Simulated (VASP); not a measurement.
# ZnSe (I-4m2) in VASP: notebook, part 2 of 2

VASP 6.6.1. The steps go on from the part before.

**3. Single point, r2SCAN (uniaxial x strain -2.0%)**

POSCAR reads:

```
ZnSe
1.0
    0.0000000000      2.8324206805      2.8324206805
    2.7763387510      0.0000000000      2.8324206805
    2.7763387510      2.8324206805      0.0000000000
Zn Se
1 1
Direct
    0.0000000000      0.0000000000      0.0000000000
    0.2500000000      0.2500000000      0.2500000000
```

INCAR.step1 reads:

```
SYSTEM = ZnSe
  PREC = Accurate
  ENCUT = 520
  ISMEAR = 0
  SIGMA = 0.01
  LREAL = .False.
  LASPH = .True.
  NELM = 80
  NBANDS = 16
  GGA = PE
  ALGO = Normal
  EDIFF = 1E-4
  LWAVE = .True.
  LCHARG = .False.
```

INCAR.step2 reads:

```
SYSTEM = ZnSe
  PREC = Accurate
  ENCUT = 520
  EDIFF = 1E-6
  ISMEAR = 0
  SIGMA = 0.01
  LREAL = .False.
  LASPH = .True.
  NELM = 80
  ALGO = Normal
  ISIF = 2
  LWAVE = .False.
  LCHARG = .True.
  METAGGA = R2SCAN
  LMIXTAU = .True.
  LELF = .True.
  LVHAR = .True.
  NBANDS = 16
  ISTART = 1
```

KPOINTS reads:

```
regular mesh
0
Gamma
  8 8 8
  0 0 0
```

Potentials or basis: VASP PAW PBE potentials, release 64 (Zn, Se).

The run is started by

```sh
cat potpaw_PBE.64/Zn/POTCAR potpaw_PBE.64/Se/POTCAR > POTCAR
cp INCAR.step1 INCAR
mpirun -np 1 vasp_std > vasp.out
cp INCAR.step2 INCAR
mpirun -np 1 vasp_std > vasp.out
```

OUTCAR:

```text
SYSTEM = ZnSe
   PREC = Accurate
   ENCUT = 520
   EDIFF = 1E-6
   ISMEAR = 0
   LREAL = .False.
   LASPH = .True.
   NELM = 80
   ISIF = 2
   METAGGA = R2SCAN
   ISTART = 1

 ion  position               nearest neighbor table
   1  0.000  0.000  0.000-   2 2.44   2 2.44   2 2.44   2 2.44
   2  0.250  0.250  0.250-   1 2.44   1 2.44   1 2.44   1 2.44

  LATTYP: Found a body centered tetragonal cell.
 ALAT       =     4.0056477407
 C/A-ratio  =     1.3862121338

  Lattice vectors:

 A1 = (  -2.7763387510,   0.0000000000,  -2.8324206805)
 A2 = (  -2.7763387510,   0.0000000000,   2.8324206805)
[... 626 lines left out ...]
      4      -5.1539      2.00000
      5      -4.8709      2.00000
      6      -4.8422      2.00000
[... 8 lines left out ...]
     15      13.5569      0.00000
     16      14.7403      0.00000

 [... further k-points ...]
[... 5 lines left out ...]
  --------------------------------------------------------------------------------------
  -------------------------------------------------------------------------------------
  Total        0.5504587      0.3443565      0.3443565      0.0000000      0.0000000      0.0000000
  in kB       19.7978183     12.3851404     12.3851404      0.0000000      0.0000000      0.0000000
  external PRESSURE =      14.8560330 kB  Pullay stress =       0.0000000 kB

 VOLUME and BASIS-vectors are now :
 -----------------------------------------------------------------------------
  energy-cutoff  :      520.00
  volume of cell :       44.55
      direct lattice vectors                 reciprocal lattice vectors
     0.000000000  2.832420680  2.832420680    -0.180093297  0.176527450  0.176527450
     2.776338751  0.000000000  2.832420680     0.180093297 -0.176527450  0.176527450
     2.776338751  2.832420680  0.000000000     0.180093297  0.176527450 -0.176527450

 POSITION                                       TOTAL-FORCE (eV/Angst)
 -----------------------------------------------------------------------------------
      0.00000      0.00000      0.00000         0.000000      0.000000      0.000000
      1.38817      1.41621      1.41621        -0.000000     -0.000000     -0.000000
 -----------------------------------------------------------------------------------
    total drift:                                0.000023      0.000026      0.000026

  FREE ENERGIE OF THE ION-ELECTRON SYSTEM (eV)
  ---------------------------------------------------
  free  energy   TOTEN  =       -24.9036794876 eV

  energy  without entropy=      -24.9036794876  energy(sigma->0) =      -24.90367949
```

OUTCAR.step1:

```text
SYSTEM = ZnSe
   PREC = Accurate
   ENCUT = 520
   ISMEAR = 0
   LREAL = .False.
   LASPH = .True.
[... 679 lines left out ...]
      0.00000      0.00000      0.00000         0.000000     -0.000000     -0.000000
      1.38817      1.41621      1.41621         0.000000      0.000000      0.000000
 -----------------------------------------------------------------------------------
    total drift:                               -0.000000     -0.000000     -0.000000

  FREE ENERGIE OF THE ION-ELECTRON SYSTEM (eV)
  ---------------------------------------------------
  free  energy   TOTEN  =        -6.0003243464 eV

  energy  without entropy=       -6.0003243464  energy(sigma->0) =       -6.00032435
```

OSZICAR.step1:

```text
N       E                     dE             d eps       ncg     rms          rms(c)
DAV:   1     0.866765203051E+02    0.86677E+02   -0.89167E+03  1896   0.130E+03
DAV:   2    -0.984269849273E+00   -0.87661E+02   -0.82785E+02  2136   0.251E+02
DAV:   3    -0.624670985219E+01   -0.52624E+01   -0.52432E+01  2272   0.599E+01
DAV:   4    -0.628843491979E+01   -0.41725E-01   -0.41721E-01  2320   0.572E+00
DAV:   5    -0.628862784776E+01   -0.19293E-03   -0.19293E-03  2384   0.356E-01    0.494E+00
DAV:   6    -0.601987458677E+01    0.26875E+00   -0.53337E-01  2784   0.243E+01    0.376E+00
DAV:   7    -0.600026613392E+01    0.19608E-01   -0.15734E-01  2200   0.356E+00    0.159E+00
DAV:   8    -0.600001380237E+01    0.25233E-03   -0.44849E-03  2560   0.711E-01    0.459E-01
DAV:   9    -0.600022604425E+01   -0.21224E-03   -0.11161E-03  2240   0.255E-01    0.656E-02
DAV:  10    -0.600033634383E+01   -0.11030E-03   -0.21597E-04  2424   0.109E-01    0.246E-02
DAV:  11    -0.600032434644E+01    0.11997E-04   -0.37399E-05  1232   0.555E-02
   1 F= -.60003243E+01 E0= -.60003243E+01  d E =-.586353E-33
```

Run time: 2.3 min. Hardware: 1 thread of Intel Xeon Platinum 8375C at 2.90GHz (Ice Lake), shared host; peak memory 0.19 GiB.

What came out:

```
Free energy            : -24.9037 eV
Pressure               : 1.5 GPa
Band gap on the k mesh : 1.91 eV, direct
```

Levels at points of the mesh, in eV from the valence-band top:
```tsv
k point	band 5	band 6	band 7	band 8	band 9	band 10	band 11	band 12	band 13	band 14
(0.00, 0.00, 0.00)	-6.39	-6.39	-0.07	-0.07	0.00	1.91	6.25	6.26	6.26	10.64
(0.50, 0.00, 0.00)	-6.37	-6.23	-5.49	-1.02	-0.90	3.04	6.73	6.90	9.09	11.77
(0.50, 0.50, 0.00)	-6.34	-6.21	-4.98	-2.34	-2.30	3.27	3.89	11.56	12.05	12.27
(0.00, 0.50, 0.50)	-6.34	-6.19	-4.86	-2.43	-2.43	3.17	3.69	11.77	12.16	12.16
```

Caveat: the cell differs from its parent crystal (uniaxial x strain -2.0%); the PAW data sets were made with another functional, which shifts forces and pressure a little.

**4. Single point, r2SCAN (uniaxial z strain -1.1%)**

POSCAR reads:

```
ZnSe
1.0
    0.0000000000      2.8324206805      2.8023970213
    2.8324206805      0.0000000000      2.8023970213
    2.8324206805      2.8324206805      0.0000000000
Zn Se
1 1
Direct
    0.0000000000      0.0000000000      0.0000000000
    0.2500000000      0.2500000000      0.2500000000
```

INCAR.step1, as its differences from that of step 3:

```diff
@@ -7,3 +7,3 @@
   LASPH = .True.
-  NELM = 80
+  NELM = 100
   NBANDS = 16
```

INCAR.step2 reads:

```
SYSTEM = ZnSe
  PREC = Accurate
  ENCUT = 520
  EDIFF = 1E-6
  ISMEAR = 0
  SIGMA = 0.01
  LREAL = .False.
  LASPH = .True.
  NELM = 100
  ALGO = Normal
  ISIF = 2
  LWAVE = .False.
  LCHARG = .False.
  METAGGA = R2SCAN
  LMIXTAU = .True.
  NBANDS = 16
  ISTART = 1
```

KPOINTS is that of step 3.

The run is started by

```sh
cat potpaw_PBE.64/Zn/POTCAR potpaw_PBE.64/Se/POTCAR > POTCAR
cp INCAR.step1 INCAR
mpirun -np 1 vasp_std > vasp.out
cp INCAR.step2 INCAR
mpirun -np 1 vasp_std > vasp.out
```

It took 2.1 min on 1 thread of Intel Xeon Platinum 8375C at 2.90GHz (Ice Lake), shared host; peak memory 0.2 GiB.

Results (log left out):

| Property | Result |
| --- | --- |
| Free energy | -24.9076 eV |
| Pressure | 0.8 GPa |
| Band gap on the k mesh | 1.89 eV, direct |

Stress tensor (GPa, compression positive):
```
0.70 0.00 0.00
0.00 0.70 0.00
0.00 0.00 1.12
```

Levels at points of the mesh, in eV from the valence-band top:
```tsv
k point	band 6	band 7	band 8	band 9	band 10	band 11	band 12	band 13
(0.00, 0.00, 0.00)	-6.34	-0.04	-0.04	0.00	1.89	6.28	6.29	6.29
(0.50, 0.00, 0.00)	-6.19	-5.41	-0.96	-0.90	3.05	6.79	6.88	9.08
(0.50, 0.50, 0.00)	-6.15	-4.83	-2.34	-2.34	3.25	3.77	11.65	12.12
(0.50, 0.00, 0.50)	-6.17	-4.89	-2.29	-2.27	3.30	3.88	11.54	12.07
```

Caveat: the cell differs from its parent crystal (uniaxial z strain -1.1%); the PAW data sets were made with another functional, which shifts forces and pressure a little.

**5. The runs side by side**

| level | cell | smearing | gap on the mesh (eV) | pressure (GPa) |
| --- | --- | --- | --- | --- |
| PBE | a = 4.006, b = 3.966, c = 3.966 Å, angles 60.7, 59.7, 59.7°, 2 atoms | fermi-dirac 0.02 eV | 1.33 | 3.8 |
| r2SCAN | a = 4.006, b = 3.966, c = 3.966 Å, angles 60.7, 59.7, 59.7°, 2 atoms | gaussian 0.01 eV | 1.91 | 1.5 |
| r2SCAN | a = 3.984, b = 3.984, c = 4.006 Å, angles 59.8, 59.8, 60.4°, 2 atoms | gaussian 0.01 eV | 1.89 | 0.8 |

Alike in all rows: task single point; potentials or basis VASP PAW PBE potentials, release 64 (Zn, Se); no spin polarisation; k mesh 8 × 8 × 8; cutoff (eV) 520.

Caveats: the PAW data sets were made with another functional, which shifts forces and pressure a little (some runs).

Total energies depend on the potentials used, so only differences within one code and one set of settings carry meaning.
